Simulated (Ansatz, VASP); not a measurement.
# TePb in VASP and in Ansatz

```
Pb Te
1.0
     4.54395    0.00000    0.00000
    -2.27198    3.93518    0.00000
     0.00000    0.00000    7.92576
Pb Te
2 2
Cartesian
  0.0000 0.0000 0.0000
  0.0000 0.0000 3.9629
  0.0000 2.6235 1.9814
  2.2720 1.3117 5.9443
```

Alike in both runs: task single point; functional PBEsol; k mesh 6 × 6 × 2; occupations methfessel-paxton of order 1, width 0.001 eV; no spin polarisation.

|  | VASP | Ansatz |
| --- | --- | --- |
| version | VASP 6.6.1 | Ansatz 0.2.0 |
| potentials or method | VASP PAW PBE potentials, release 64 (Pb_d, Te) | plane waves |
| plane-wave cutoff (eV) | 520 | 420 |
| valence electrons in the cell | 40 | 60 |

```tsv
	VASP	Ansatz	Ansatz less VASP
pressure (GPa)	-1.6	-1.6	+0.02
traceless stress, the component that is largest in VASP (GPa)	-0.57	-0.58	-0.003
```

VASP's potentials were made for PBE, not for PBEsol. VASP's potentials hold 40 valence electrons a cell and Ansatz's 60, so a difference there can come from the potentials and not from the codes.

The k mesh is coarse, so the values compare programs but aren't converged. Spin-orbit coupling is off throughout.
